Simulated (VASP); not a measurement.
# I (Fd-3m) in VASP: notebook

Runs on I. Level: PBEsol. Tasks: single point, relaxation of cell and atoms.

Everything below comes from runs of VASP 6.6.1. Logs are shortened: lines on timing, memory, paths and dates and some standing lists are left out, and cuts for length are marked.

## 1. The cell of the first run

The structure is cubic, space group Fd-3m (No. 227). Conventional cell: a = 5.528 Å, b = 5.528 Å, c = 5.528 Å, α = 90.00°, β = 90.00°, γ = 90.00°. Within 3.2 Å of I (site symmetry -43m) lie 4 I at 2.39 Å.

## 2. Single point, PBEsol

Input file INCAR:

```
ALGO = Normal ; EDIFF = 1E-7
ENCUT = 520 ; GGA = PS
ISIF = 2 ; ISMEAR = -1
LASPH = True ; LCHARG = False
LREAL = False ; LWAVE = False
NBANDS = 14 ; NELM = 80
PREC = Accurate ; SIGMA = 0.1
```

Input file KPOINTS:

```
k-points
0
Gamma
  12 12 12
```

Input file POSCAR:

```
I
1.0
    0.0000000000      2.7639474085      2.7639474085
    2.7639474085      0.0000000000      2.7639474085
    2.7639474085      2.7639474085      0.0000000000
I
2
Direct
   -0.1250000000     -0.1250000000     -0.1250000000
    0.1250000000      0.1250000000      0.1250000000
```

Potentials or basis: VASP PAW PBE potentials, release 64 (I).

On the command line:

```console
cat potpaw_PBE.64/I/POTCAR > POTCAR
mpirun -np 1 vasp_std > vasp.out
```

OUTCAR:

```text
EDIFF = 1E-7
   ENCUT = 520
   GGA = PS
   ISIF = 2
   ISMEAR = -1
   LASPH = True
   LREAL = False
   NELM = 80
   PREC = Accurate

 ion  position               nearest neighbor table
   1  0.875  0.875  0.875-   2 2.39   2 2.39   2 2.39   2 2.39
   2  0.125  0.125  0.125-   1 2.39   1 2.39   1 2.39   1 2.39

  LATTYP: Found a face centered cubic cell.
 ALAT       =     5.5278948170

  Lattice vectors:

 A1 = (   0.0000000000,   2.7639474085,   2.7639474085)
 A2 = (   2.7639474085,   0.0000000000,   2.7639474085)
 A3 = (   2.7639474085,   2.7639474085,   0.0000000000)

Analysis of symmetry for initial positions (statically):
=====================================================================
 Subroutine PRICEL returns:
 Original cell was already a primitive cell.

 Routine SETGRP: Setting up the symmetry group for a
 face centered cubic supercell.

 Subroutine GETGRP returns: Found 48 space group operations
 (whereof 12 operations were pure point group operations)
 out of a pool of 48 trial point group operations.

The static configuration has the point symmetry D_3d.
 The point group associated with its full space group is O_h .

Analysis of symmetry for dynamics (positions and initial velocities):
=====================================================================
 Subroutine PRICEL returns:
 Original cell was already a primitive cell.

 Routine SETGRP: Setting up the symmetry group for a
 face centered cubic supercell.

 Subroutine GETGRP returns: Found 48 space group operations
 (whereof 12 operations were pure point group operations)
 out of a pool of 48 trial point group operations.

The dynamic configuration has the point symmetry D_3d.
 The point group associated with its full space group is O_h .

 Subroutine INISYM returns: Found 48 space group operations
 (whereof 12 operations are pure point group operations),
 and found     1 'primitive' translations

----------------------------------------------------------------------------------------

                                     Primitive cell

  volume of cell :      42.2298

  direct lattice vectors                    reciprocal lattice vectors
     0.000000000  2.763947408  2.763947408    -0.180900692  0.180900692  0.180900692
     2.763947408  0.000000000  2.763947408     0.180900692 -0.180900692  0.180900692
     2.763947408  2.763947408  0.000000000     0.180900692  0.180900692 -0.180900692

  length of vectors
     3.908811911  3.908811911  3.908811911     0.313329190  0.313329190  0.313329190

  position of ions in fractional coordinates (direct lattice)
     0.875000000  0.875000000  0.875000000
     0.125000000  0.125000000  0.125000000

  ion indices of the primitive-cell ions
   primitive index   ion index
                 1           1
                 2           2

----------------------------------------------------------------------------------------

 KPOINTS: k-points

Automatic generation of k-mesh.
 Grid dimensions read from file:
 generate k-points for:   12   12   12

 Generating k-lattice:

  Cartesian coordinates                     Fractional coordinates (reciprocal lattice)
    -0.015075058  0.015075058  0.015075058     0.083333333  0.000000000  0.000000000
     0.015075058 -0.015075058  0.015075058     0.000000000  0.083333333  0.000000000
     0.015075058  0.015075058 -0.015075058     0.000000000  0.000000000  0.083333333

  Length of vectors
     0.026110766  0.026110766  0.026110766

  Shift w.r.t. Gamma in fractional coordinates (k-lattice)
     0.000000000  0.000000000  0.000000000

 Subroutine IBZKPT returns following result:
 ===========================================

 Found     72 irreducible k-points:

 Following reciprocal coordinates:
            Coordinates               Weight
  0.000000  0.000000  0.000000      1.000000
  0.083333  0.000000  0.000000      8.000000
  0.166667  0.000000  0.000000      8.000000
  0.250000  0.000000  0.000000      8.000000
  0.333333  0.000000  0.000000      8.000000
  0.416667  0.000000  0.000000      8.000000
[... 16 lines left out ...]
  0.500000  0.166667  0.000000     24.000000
 -0.416667  0.166667  0.000000     24.000000
 [... further k-points ...]
   k-points           NKPTS =     72   k-points in BZ     NKDIM =     72   number of bands    NBANDS=     14
   number of dos      NEDOS =    301   number of ions     NIONS =      2
   total plane-waves  NPLWV =  27000
   dimension x,y,z NGX =    30 NGY =   30 NGZ =   30
   dimension x,y,z NGXF=    60 NGYF=   60 NGZF=   60
   ions per type =               2
   NGX,Y,Z   is equivalent  to a cutoff of  12.76, 12.76, 12.76 a.u.
   NGXF,Y,Z  is equivalent  to a cutoff of  25.52, 25.52, 25.52 a.u.
 SYSTEM =  unknown system
   PREC   = accura    normal or accurate (medium, high low for compatibility)
   ISTART =      0    job   : 0-new  1-cont  2-samecut
   ICHARG =      2    charge: 1-file 2-atom 10-const
   ISPIN  =      1    spin polarized calculation?
   LNONCOLLINEAR =      F non collinear calculations
   LSORBIT =      F    spin-orbit coupling
   LASPH  =      T    aspherical Exc in radial PAW
   ENCUT  =  520.0 eV  38.22 Ry    6.18 a.u.   7.27  7.27  7.27*2*pi/ulx,y,z
   NELM   =     80;   NELMIN=  2; NELMDL= -5     # of ELM steps
   EDIFF  = 0.1E-06   stopping-criterion for ELM
   LREAL  =      F    real-space projection
   EDIFFG = 0.1E-05   stopping-criterion for IOM
   NSW    =      0    number of steps for IOM
   IBRION =     -1    ionic relax: 0-MD 1-quasi-New 2-CG
   NFREE  =      0    steps in history (QN), initial steepest desc. (CG)
   ISIF   =      2    stress and relaxation
   ISYM   =      2    0-nonsym 1-usesym 2-fastsym
   POTIM  = 0.5000    time-step for ionic-motion
   TEBEG  =    0.0;   TEEND  =   0.0 temperature during run
   PSTRESS=    0.0 pullay stress
   NELECT =      14.0000    total number of electrons
   NUPDOWN=      -1.0000    fix difference up-down
   EMIN   =  10.00;   EMAX   =-10.00  energy-range for DOS
   EFERMI =   0.00;   METHOD = LEGACY
   ISMEAR =    -1;   SIGMA  =   0.10  broadening in eV -4-tet -1-fermi 0-gaus
   EFERMI_NEDOS =   21; number of points for ismear=-14 and -15
   IALGO  =     38    algorithm
   IMIX   =      4    mixing-type and parameters
     AMIX     =   0.40;   BMIX     =  1.00
     AMIX_MAG =   1.60;   BMIX_MAG =  1.00
  volume/ion in A,a.u.               =      21.11       142.49
  Fermi-wavevector in a.u.,A,eV,Ry     =   1.133038  2.141131 17.466815  1.283775
  Thomas-Fermi vector in A             =   2.269740
   LORBIT       =      0    0 simple, 1 ext, 2 COOP (PROOUT), +10 PAW based schemes
   GGA     = PS    functional components
   LHFCALC =     F    Hartree Fock is set to
   AEXX    =    0.0000 exact exchange contribution
   IVDW    =     0    specifies the selected vdW correction
   LEPSILON=     F    determine dielectric tensor
   LRPA    =     F    only Hartree local field effects (RPA)
 non-spin polarized calculation
  energy-cutoff  :      520.00
  volume of cell :       42.23
 maximum number of plane-waves:      1158
 NGX is ok and might be reduce to    30
   NGX = 15   NGY = 15   NGZ = 15

 number of electron      14.0000002 magnetization

 Free energy of the ion-electron system (eV)
  ---------------------------------------------------
  ext. energy  EPLUGINS =         0.00000000
  ---------------------------------------------------
  free energy    TOTEN  =         8.53597316 eV

  energy without entropy =        8.57675394  energy(sigma->0) =        8.55636355

 E-fermi :  13.5900     XC(G=0): -11.2966

 val. band max:       13.5892683903   @ k =   0.4167   0.2500   0.0000
 cond. band min:      13.5957992891   @ k =   0.3333   0.2500   0.0000
 fundamental gap:      0.0065308988
 Fermi energy:        13.5899517344

 k-point     1 :       0.0000    0.0000    0.0000
  band No.  band energies     occupation
      1      -8.1010      2.00000
      2       5.3781      2.00000
      3       6.1442      2.00000
      4       6.1442      2.00000
      5       6.1442      2.00000
      6       9.9836      2.00000
      7       9.9836      2.00000
      8       9.9836      2.00000
      9      15.7028      0.00000
     10      18.0810      0.00000
     11      18.0810      0.00000
     12      19.9086      0.00000
     13      19.9086      0.00000
     14      19.9086      0.00000

 k-point     2 :       0.0833    0.0000    0.0000
  band No.  band energies     occupation
      1      -8.0132      2.00000
      2       4.0745      2.00000
      3       6.0085      2.00000
      4       6.0085      2.00000
      5       7.0642      2.00000
      6      10.1792      2.00000
      7      10.1792      2.00000
      8      10.2798      2.00000
      9      16.0604      0.00000
     10      17.6937      0.00000
     11      17.6937      0.00000
     12      19.6504      0.00000
     13      20.5807      0.00000
     14      20.5807      0.00000

 k-point     3 :       0.1667    0.0000    0.0000
  band No.  band energies     occupation
      1      -7.7546      2.00000
      2       2.4025      2.00000
      3       5.6920      2.00000
      4       5.6920      2.00000
      5       7.5163      2.00000
      6      10.6415      2.00000
      7      10.6415      2.00000
      8      11.3309      2.00000
      9      16.8758      0.00000
     10      17.2251      0.00000
     11      17.2251      0.00000
     12      19.3302      0.00000
     13      21.9324      0.00000
     14      21.9324      0.00000
[... 324 lines left out ...]
 k-point    23 :       0.5000    0.1667    0.0000
  band No.  band energies     occupation
      1      -5.8517      2.00000
      2      -2.1029      2.00000
      3       3.4097      2.00000
      4       4.3320      2.00000
      5       8.8005      2.00000
      6      11.5171      2.00000
      7      12.7679      1.99946
      8      14.6136      0.00007
      9      17.9875      0.00000
     10      19.4556      0.00000
     11      19.7147      0.00000
     12      19.9933      0.00000
     13      21.0851      0.00000
     14      24.4408      0.00000

 k-point    24 :      -0.4167    0.1667    0.0000
  band No.  band energies     occupation
      1      -5.7738      2.00000
      2      -2.2243      2.00000
      3       3.2423      2.00000
      4       4.4838      2.00000
      5       8.7543      2.00000
      6      11.7943      2.00000
      7      12.5108      1.99996
      8      15.4666      0.00000
      9      17.1711      0.00000
     10      18.1163      0.00000
     11      19.3724      0.00000
     12      21.5684      0.00000
     13      22.4583      0.00000
     14      23.0725      0.00000

 [... further k-points ...]

------------------------ aborting loop because EDIFF is reached ----------------------------------------

  FORCE on cell =-STRESS in cart. coord.  units (eV):
  Direction    XX          YY          ZZ          XY          YZ          ZX
  --------------------------------------------------------------------------------------
  -------------------------------------------------------------------------------------
  Total       31.8476170     31.8476170     31.8476170      0.0000000      0.0000000     -0.0000000
  in kB     1208.2817155   1208.2817155   1208.2817155      0.0000000      0.0000000     -0.0000000
  external PRESSURE =    1208.2817155 kB  Pullay stress =       0.0000000 kB

 VOLUME and BASIS-vectors are now :
 -----------------------------------------------------------------------------
  energy-cutoff  :      520.00
  volume of cell :       42.23
      direct lattice vectors                 reciprocal lattice vectors
     0.000000000  2.763947408  2.763947408    -0.180900692  0.180900692  0.180900692
     2.763947408  0.000000000  2.763947408     0.180900692 -0.180900692  0.180900692
     2.763947408  2.763947408  0.000000000     0.180900692  0.180900692 -0.180900692

 POSITION                                       TOTAL-FORCE (eV/Angst)
 -----------------------------------------------------------------------------------
      4.83691      4.83691      4.83691        -0.000000     -0.000000     -0.000000
      0.69099      0.69099      0.69099         0.000000      0.000000      0.000000
 -----------------------------------------------------------------------------------
    total drift:                               -0.000000      0.000000      0.000000

  FREE ENERGIE OF THE ION-ELECTRON SYSTEM (eV)
  ---------------------------------------------------
  free  energy   TOTEN  =         8.5359731565 eV

  energy  without entropy=        8.5767539421  energy(sigma->0) =        8.55636355
```

Run time: 54 s. Hardware: 1 thread of Intel Xeon 8259CL, shared host; peak memory 0.19 GiB.

Results:

| Quantity | Value |
| --- | --- |
| Free energy | 8.5360 eV |
| Pressure | 120.8 GPa |
| Band gap on the k mesh | zero (bands 7 and 8 overlap by 6.97 eV) |

Caveat: the cell stands under pressure; the PAW data sets were made with another functional, which shifts forces and pressure a little; spin-orbit coupling is left out, which moves the levels of the heavy elements.

## 3. Relaxation of cell and atoms, PBEsol, target pressure 120 GPa, at which the enthalpy is minimised

This run uses another cell than the first one, of 17.35 Å³/atom.

Input file INCAR:

```
PREC = Accurate
ENCUT = 600
EDIFF = 1E-6
ISMEAR = -1
SIGMA = 0.1
LREAL = F
LASPH = T
NELM = 100
ALGO = Normal
ISIF = 3
LWAVE = F
LCHARG = F
GGA = PS
IBRION = 2
NSW = 60
EDIFFG = -0.005
PSTRESS = 1200.0
```

Input file KPOINTS:

```
regular mesh
0
Gamma
  12 12 12
```

Input file POSCAR:

```
I
1.0
    0.0000000000      2.5888416666      2.5888416666
    2.5888416666      0.0000000000      2.5888416666
    2.5888416666      2.5888416666      0.0000000000
I
2
Direct
   -0.1250000000     -0.1250000000     -0.1250000000
    0.1250000000      0.1250000000      0.1250000000
```

Potentials or basis: VASP PAW PBE potentials, release 64 (I).

On the command line:

```console
cat potpaw_PBE.64/I/POTCAR > POTCAR
mpirun -np 1 vasp_std > vasp.out
```

Run time: 4.8 min. Hardware: 1 thread of Intel Xeon 8259CL, shared host; peak memory 0.19 GiB.

The run converged. Its results:

- Free energy: 8.4702 eV
- Relaxed volume: 21.16 Å³/atom
- Relaxed cell: a = 3.912 Å, b = 3.912 Å, c = 3.912 Å, α = 60.00°, β = 60.00°, γ = 60.00°
- Space group after relaxing (to 0.1 Å): Fd-3m (No. 227)
- Energy change on relaxing (the run minimises the enthalpy): -3978.9 meV/atom
- Ionic steps: 8
- Pressure after relaxing: 120.0 GPa
- Band gap on the k mesh: zero (bands 7 and 8 overlap by 6.95 eV)

Step by step:
```
step  energy change (eV)  largest force (eV/Å)  pressure (GPa)  volume (Å³)
   1              0.0000                0.0000          229.54        34.70
   2            -18.6851                0.0000           -1.46       134.88
   3            -12.9171                0.0000           61.95        51.45
   4             -8.8294                0.0000          109.14        43.54
   5             -7.9441                0.0000          120.17        42.30
   6             -8.0650                0.0000          118.65        42.46
   7             -7.3752                0.0000          127.39        41.56
   8             -7.9579                0.0000          119.99        42.32
```

Final structure:
```
I
1.0
     0.00000    2.76587    2.76587
     2.76587    0.00000    2.76587
     2.76587    2.76587    0.00000
I
2
Cartesian
  4.8403 4.8403 4.8403
  0.6915 0.6915 0.6915
```

Levels at points of the mesh, in eV from the Fermi level:
```csv
k point,band 5,band 6,band 7,band 8,band 9,band 10
"(0.00, 0.00, 0.00)",-7.44,-3.60,-3.60,-3.60,2.12,4.49
"(0.50, 0.00, 0.00)",-6.48,-1.92,-1.92,2.62,5.44,5.62
"(0.50, 0.50, 0.00)",-4.70,-4.70,3.35,3.35,6.25,6.25
```

Caveat: the cell is relaxed towards a set pressure, so the run minimises the enthalpy, not the energy; the volume moved by over 15 % at a fixed basis, so the end points are rough; the PAW data sets were made with another functional, which shifts forces and pressure a little; spin-orbit coupling is left out, which moves the levels of the heavy elements.
